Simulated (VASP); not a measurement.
# SiC (I-4m2) in VASP: further runs

The runs below take SiC through single point, with PBE.

Everything below comes from runs of VASP 6.6.1. Logs are shortened: lines on timing, memory, paths and dates and some standing lists are left out, and cuts for length are marked.

## (1) The cell of the first run

It takes space group I-4m2 (No. 119, tetragonal). Conventional cell: a = 3.020 Å, b = 3.020 Å, c = 4.380 Å, α = 90.00°, β = 90.00°, γ = 90.00°. Si (site symmetry -4m2) has 4 C at 1.87 Å within 2.5 Å. C (site symmetry -4m2) has 4 Si at 1.87 Å within 2.5 Å.

## (2) Single point, PBE (strain -0.025 along x and y, +0.000 along z)

INCAR

```
SYSTEM = SiC
PREC = Accurate
ENCUT = 520
EDIFF = 1E-6
ISMEAR = 0
SIGMA = 0.05
LREAL = .False.
LASPH = .True.
NELM = 80
ALGO = Normal
ISIF = 2
LWAVE = .False.
LCHARG = .True.
GGA = PE
LELF = .True.
LVHAR = .True.
NBANDS = 11
```

KPOINTS

```
Automatic mesh
0
Gamma
  10 10 10
  0 0 0
```

POSCAR

```
SiC
1.0
    0.0000000000      2.1351174926      2.1898640950
    2.1351174926      0.0000000000      2.1898640950
    2.1351174926      2.1351174926      0.0000000000
Si C
1 1
Direct
    0.0000000000      0.0000000000      0.0000000000
    0.7500000000      0.7500000000      0.7500000000
```

Potentials or basis: VASP PAW PBE potentials, release 64 (Si, C).

Launch:

```
$ cat potpaw_PBE.64/Si/POTCAR potpaw_PBE.64/C/POTCAR > POTCAR
$ mpirun -np 1 vasp_std > vasp.out
```

OUTCAR:

```text
SYSTEM = SiC
   PREC = Accurate
   ENCUT = 520
   EDIFF = 1E-6
   ISMEAR = 0
   LREAL = .False.
   LASPH = .True.
   NELM = 80
   ISIF = 2
   GGA = PE

 ion  position               nearest neighbor table
   1  0.000  0.000  0.000-   2 1.87   2 1.87   2 1.87   2 1.87
   2  0.750  0.750  0.750-   1 1.87   1 1.87   1 1.87   1 1.87

  LATTYP: Found a body centered tetragonal cell.
 ALAT       =     3.0195121153
 C/A-ratio  =     1.4504754486

  Lattice vectors:

 A1 = (  -2.1351174926,   0.0000000000,   2.1898640950)
 A2 = (   2.1351174926,   0.0000000000,   2.1898640950)
 A3 = (   0.0000000000,   2.1351174926,  -2.1898640950)

Analysis of symmetry for initial positions (statically):
=====================================================================
 Subroutine PRICEL returns:
 Original cell was already a primitive cell.

 Routine SETGRP: Setting up the symmetry group for a
 body centered tetragonal supercell.

 Subroutine GETGRP returns: Found  8 space group operations
 (whereof  8 operations were pure point group operations)
 out of a pool of 16 trial point group operations.

The static configuration has the point symmetry D_2d.

Analysis of symmetry for dynamics (positions and initial velocities):
=====================================================================
 Subroutine PRICEL returns:
 Original cell was already a primitive cell.

 Routine SETGRP: Setting up the symmetry group for a
 body centered tetragonal supercell.

 Subroutine GETGRP returns: Found  8 space group operations
 (whereof  8 operations were pure point group operations)
 out of a pool of 16 trial point group operations.

The dynamic configuration has the point symmetry D_2d.

 Subroutine INISYM returns: Found  8 space group operations
 (whereof  8 operations are pure point group operations),
 and found     1 'primitive' translations

----------------------------------------------------------------------------------------

                                     Primitive cell

  volume of cell :      19.9660

  direct lattice vectors                    reciprocal lattice vectors
     0.000000000  2.135117493  2.189864095    -0.234179150  0.234179150  0.228324671
     2.135117493  0.000000000  2.189864095     0.234179150 -0.234179150  0.228324671
     2.135117493  2.135117493  0.000000000     0.234179150  0.234179150 -0.228324671

  length of vectors
     3.058468810  3.058468810  3.019512115     0.402258504  0.402258504  0.402258504

  position of ions in fractional coordinates (direct lattice)
     0.000000000  0.000000000  0.000000000
     0.750000000  0.750000000  0.750000000

  ion indices of the primitive-cell ions
   primitive index   ion index
                 1           1
                 2           2

----------------------------------------------------------------------------------------

 KPOINTS: Automatic mesh

Automatic generation of k-mesh.
 Grid dimensions read from file:
 generate k-points for:   10   10   10

 Generating k-lattice:

  Cartesian coordinates                     Fractional coordinates (reciprocal lattice)
    -0.023417915  0.023417915  0.022832467     0.100000000  0.000000000  0.000000000
     0.023417915 -0.023417915  0.022832467     0.000000000  0.100000000  0.000000000
     0.023417915  0.023417915 -0.022832467     0.000000000  0.000000000  0.100000000

  Length of vectors
     0.040225850  0.040225850  0.040225850

  Shift w.r.t. Gamma in fractional coordinates (k-lattice)
     0.000000000  0.000000000  0.000000000

 Subroutine IBZKPT returns following result:
 ===========================================

 Found    102 irreducible k-points:

 Following reciprocal coordinates:
            Coordinates               Weight
  0.000000  0.000000  0.000000      1.000000
  0.100000  0.000000  0.000000      8.000000
  0.200000  0.000000  0.000000      8.000000
  0.300000 -0.000000  0.000000      8.000000
  0.400000 -0.000000  0.000000      8.000000
  0.500000  0.000000  0.000000      4.000000
[... 16 lines left out ...]
  0.300000  0.300000  0.000000      2.000000
  0.400000  0.300000  0.000000      8.000000
 [... further k-points ...]
   k-points           NKPTS =    102   k-points in BZ     NKDIM =    102   number of bands    NBANDS=     11
   number of dos      NEDOS =    301   number of ions     NIONS =      2
   total plane-waves  NPLWV =  13824
   dimension x,y,z NGX =    24 NGY =   24 NGZ =   24
   dimension x,y,z NGXF=    48 NGYF=   48 NGZF=   48
   ions per type =               1   1
   NGX,Y,Z   is equivalent  to a cutoff of  13.05, 13.05, 13.21 a.u.
   NGXF,Y,Z  is equivalent  to a cutoff of  26.09, 26.09, 26.43 a.u.
 SYSTEM =  SiC
   PREC   = accura    normal or accurate (medium, high low for compatibility)
   ISTART =      0    job   : 0-new  1-cont  2-samecut
   ICHARG =      2    charge: 1-file 2-atom 10-const
   ISPIN  =      1    spin polarized calculation?
   LNONCOLLINEAR =      F non collinear calculations
   LSORBIT =      F    spin-orbit coupling
   LASPH  =      T    aspherical Exc in radial PAW
   ENCUT  =  520.0 eV  38.22 Ry    6.18 a.u.   5.69  5.69  5.61*2*pi/ulx,y,z
   NELM   =     80;   NELMIN=  2; NELMDL= -5     # of ELM steps
   EDIFF  = 0.1E-05   stopping-criterion for ELM
   LREAL  =      F    real-space projection
   EDIFFG = 0.1E-04   stopping-criterion for IOM
   NSW    =      0    number of steps for IOM
   IBRION =     -1    ionic relax: 0-MD 1-quasi-New 2-CG
   NFREE  =      0    steps in history (QN), initial steepest desc. (CG)
   ISIF   =      2    stress and relaxation
   ISYM   =      2    0-nonsym 1-usesym 2-fastsym
   POTIM  = 0.5000    time-step for ionic-motion
   TEBEG  =    0.0;   TEEND  =   0.0 temperature during run
   PSTRESS=    0.0 pullay stress
   NELECT =       8.0000    total number of electrons
   NUPDOWN=      -1.0000    fix difference up-down
   EMIN   =  10.00;   EMAX   =-10.00  energy-range for DOS
   EFERMI =   0.00;   METHOD = LEGACY
   ISMEAR =     0;   SIGMA  =   0.05  broadening in eV -4-tet -1-fermi 0-gaus
   EFERMI_NEDOS =   21; number of points for ismear=-14 and -15
   IALGO  =     38    algorithm
   IMIX   =      4    mixing-type and parameters
     AMIX     =   0.40;   BMIX     =  1.00
     AMIX_MAG =   1.60;   BMIX_MAG =  1.00
  volume/ion in A,a.u.               =       9.98        67.37
  Fermi-wavevector in a.u.,A,eV,Ry     =   1.206909  2.280728 19.818651  1.456630
  Thomas-Fermi vector in A             =   2.342563
   LORBIT       =      0    0 simple, 1 ext, 2 COOP (PROOUT), +10 PAW based schemes
   GGA     = PE    functional components
   LHFCALC =     F    Hartree Fock is set to
   AEXX    =    0.0000 exact exchange contribution
   IVDW    =     0    specifies the selected vdW correction
   LEPSILON=     F    determine dielectric tensor
   LRPA    =     F    only Hartree local field effects (RPA)
 non-spin polarized calculation
 Gauss-broadening in eV      SIGMA  =   0.05
  energy-cutoff  :      520.00
  volume of cell :       19.97
 maximum number of plane-waves:       552
   NGX = 11   NGY = 11   NGZ = 11

 number of electron       8.0000000 magnetization

 Free energy of the ion-electron system (eV)
  ---------------------------------------------------
  ext. energy  EPLUGINS =         0.00000000
  ---------------------------------------------------
  free energy    TOTEN  =       -15.01688604 eV

  energy without entropy =      -15.01688604  energy(sigma->0) =      -15.01688604

 E-fermi :   8.8156     XC(G=0): -11.5137

 val. band max:        8.5757094136   @ k =   0.0000   0.0000   0.0000
 cond. band min:       9.7621291725   @ k =   0.5000   0.0000   0.5000
 fundamental gap:      1.1864197589
 Fermi energy:         8.8155990085

 k-point     1 :       0.0000    0.0000    0.0000
  band No.  band energies     occupation
      1      -7.1728      2.00000
      2       8.3948      2.00000
      3       8.5757      2.00000
      4       8.5757      2.00000
      5      15.1633      0.00000
      6      16.0561      0.00000
      7      16.0561      0.00000
      8      16.1166      0.00000
      9      22.8077      0.00000
     10      23.6306      0.00000
     11      25.4110      0.00000

 k-point     2 :       0.1000    0.0000    0.0000
  band No.  band energies     occupation
      1      -6.9717      2.00000
      2       7.4958      2.00000
      3       8.3146      2.00000
      4       8.4532      2.00000
      5      15.3645      0.00000
      6      16.2772      0.00000
      7      16.3150      0.00000
      8      16.4575      0.00000
      9      21.9074      0.00000
     10      22.5753      0.00000
     11      25.1275      0.00000

 k-point     3 :       0.2000    0.0000    0.0000
  band No.  band energies     occupation
      1      -6.3771      2.00000
      2       5.3488      2.00000
      3       7.9717      2.00000
      4       8.1720      2.00000
      5      15.0162      0.00000
      6      16.6072      0.00000
      7      16.7341      0.00000
      8      17.6469      0.00000
      9      21.4097      0.00000
     10      21.7491      0.00000
     11      24.2523      0.00000

 k-point     4 :       0.3000   -0.0000    0.0000
  band No.  band energies     occupation
      1      -5.4239      2.00000
      2       2.9845      2.00000
      3       7.6221      2.00000
      4       7.8835      2.00000
      5      14.5854      0.00000
      6      16.3561      0.00000
      7      16.6449      0.00000
      8      18.5687      0.00000
      9      22.4507      0.00000
     10      22.4582      0.00000
     11      24.0553      0.00000

 k-point     5 :       0.4000   -0.0000    0.0000
  band No.  band energies     occupation
      1      -4.2377      2.00000
      2       0.8699      2.00000
      3       7.3792      2.00000
      4       7.6851      2.00000
      5      14.2957      0.00000
      6      15.9413      0.00000
      7      16.2633      0.00000
      8      18.7946      0.00000
      9      24.3530      0.00000
     10      24.3696      0.00000
     11      24.9022      0.00000
[... 211 lines left out ...]
 k-point    21 :      -0.3000    0.2000    0.0000
  band No.  band energies     occupation
      1      -3.9712      2.00000
      2       1.9167      2.00000
      3       4.4722      2.00000
      4       7.5084      2.00000
      5      14.4495      0.00000
      6      16.9861      0.00000
      7      17.5961      0.00000
      8      19.0013      0.00000
      9      21.4727      0.00000
     10      24.5699      0.00000
     11      27.7057      0.00000

 k-point    22 :      -0.2000    0.2000    0.0000
  band No.  band energies     occupation
      1      -5.0745      2.00000
      2       3.5892      2.00000
      3       5.0914      2.00000
      4       8.0217      2.00000
      5      15.4373      0.00000
      6      16.7898      0.00000
      7      17.2154      0.00000
      8      17.8228      0.00000
      9      20.2565      0.00000
     10      24.4596      0.00000
     11      27.5121      0.00000

 k-point    23 :       0.3000    0.3000    0.0000
  band No.  band energies     occupation
      1      -4.9048      2.00000
      2       3.9635      2.00000
      3       6.2584      2.00000
      4       6.2584      2.00000
      5      11.7800      0.00000
      6      14.4744      0.00000
      7      20.4414      0.00000
      8      20.4414      0.00000
      9      21.0568      0.00000
     10      26.1758      0.00000
     11      30.5212      0.00000

 k-point    24 :       0.4000    0.3000    0.0000
  band No.  band energies     occupation
      1      -4.0257      2.00000
      2       2.7488      2.00000
      3       5.3717      2.00000
      4       6.0055      2.00000
      5      11.5164      0.00000
      6      14.5543      0.00000
      7      20.4569      0.00000
      8      20.8810      0.00000
      9      22.5391      0.00000
     10      27.0743      0.00000
     11      30.2145      0.00000

 [... further k-points ...]
[... 5 lines left out ...]
  --------------------------------------------------------------------------------------
  -------------------------------------------------------------------------------------
  Total        1.7527304      1.7527304      0.8918133      0.0000000      0.0000000     -0.0000000
  in kB      140.6484648    140.6484648     71.5638667      0.0000000      0.0000000     -0.0000000
  external PRESSURE =     117.6202654 kB  Pullay stress =       0.0000000 kB

 VOLUME and BASIS-vectors are now :
 -----------------------------------------------------------------------------
  energy-cutoff  :      520.00
  volume of cell :       19.97
      direct lattice vectors                 reciprocal lattice vectors
     0.000000000  2.135117493  2.189864095    -0.234179150  0.234179150  0.228324671
     2.135117493  0.000000000  2.189864095     0.234179150 -0.234179150  0.228324671
     2.135117493  2.135117493  0.000000000     0.234179150  0.234179150 -0.228324671

 POSITION                                       TOTAL-FORCE (eV/Angst)
 -----------------------------------------------------------------------------------
      0.00000      0.00000      0.00000         0.000000      0.000000      0.000000
      3.20268      3.20268      3.28480         0.000000      0.000000     -0.000000
 -----------------------------------------------------------------------------------
    total drift:                               -0.000000     -0.000000     -0.000000

  FREE ENERGIE OF THE ION-ELECTRON SYSTEM (eV)
  ---------------------------------------------------
  free  energy   TOTEN  =       -15.0168860356 eV

  energy  without entropy=      -15.0168860356  energy(sigma->0) =      -15.01688604
```

It took 12 s on 1 thread of Intel Xeon Platinum 8488C (Sapphire Rapids), shared host; peak memory 0.14 GiB.

What came out:

```yaml
Free_energy: -15.0169 eV
Pressure: 11.8 GPa
Band_gap_on_the_k_mesh: 1.19 eV, indirect (least direct gap 4.55 eV)
```

Levels at points of the mesh, in eV from the valence-band top:
```csv
k point,band 1,band 2,band 3,band 4,band 5,band 6,band 7,band 8,band 9
"(0.00, 0.00, 0.00)",-15.75,-0.18,0.00,0.00,6.59,7.48,7.48,7.54,14.23
"(0.50, 0.00, 0.00)",-12.05,-8.79,-1.28,-0.96,5.62,7.20,7.51,10.20,16.51
"(0.50, 0.50, 0.00)",-10.70,-8.19,-3.13,-3.13,1.42,4.68,14.47,14.47,14.93
"(0.50, 0.00, 0.50)",-10.49,-7.86,-3.43,-3.38,1.19,4.24,13.93,14.77,15.32
```

Caveat: the cell differs from its parent crystal (strain -0.025 along x and y, +0.000 along z). A k mesh can miss the band edges.

## (3) Single point, PBE (strain +0.000 along x and y, -0.025 along z)

INCAR

```
SYSTEM = SiC
ALGO = Normal
EDIFF = 1E-6
ENCUT = 520
GGA = PE
ISIF = 2
ISMEAR = 0
LASPH = .TRUE.
LCHARG = .FALSE.
LREAL = .FALSE.
LWAVE = .FALSE.
NBANDS = 11
NELM = 80
PREC = Accurate
SIGMA = 0.05
```

KPOINTS

```
k-points
0
G
  10 10 10
  0 0 0
```

POSCAR

```
SiC
1.0
    0.0000000000      2.1898640950      2.1351174926
    2.1898640950      0.0000000000      2.1351174926
    2.1898640950      2.1898640950      0.0000000000
Si C
1 1
Direct
    0.0000000000      0.0000000000      0.0000000000
    0.7500000000      0.7500000000      0.7500000000
```

Potentials or basis: VASP PAW PBE potentials, release 64 (Si, C).

Launch:

```
$ cat potpaw_PBE.64/Si/POTCAR potpaw_PBE.64/C/POTCAR > POTCAR
$ mpirun -np 1 vasp_std > vasp.out
```

Run time: 13 s. Hardware: 1 thread of Intel Xeon Platinum 8488C (Sapphire Rapids), shared host; peak memory 0.14 GiB.

It converged, with:

* Free energy: -15.0450 eV
* Pressure: 5.5 GPa
* Band gap on the k mesh: 1.09 eV, indirect (least direct gap 4.52 eV)

Stress tensor (GPa, compression positive):
```
3.49 0.00 0.00
0.00 3.49 0.00
0.00 0.00 9.66
```

Levels at points of the mesh, in eV from the valence-band top:
```tsv
k point	band 1	band 2	band 3	band 4	band 5	band 6	band 7	band 8	band 9
(0.00, 0.00, 0.00)	-15.60	-0.17	-0.17	0.00	6.24	7.22	7.29	7.29	14.07
(0.50, 0.00, 0.00)	-11.99	-8.70	-1.32	-1.02	5.36	6.97	7.41	10.01	16.13
(0.50, 0.50, 0.00)	-10.40	-7.73	-3.50	-3.50	1.09	3.95	13.97	13.97	15.07
(0.50, 0.00, 0.50)	-10.60	-8.04	-3.24	-3.20	1.32	4.40	13.68	14.47	14.66
```

Caveat: the cell differs from its parent crystal (strain +0.000 along x and y, -0.025 along z).
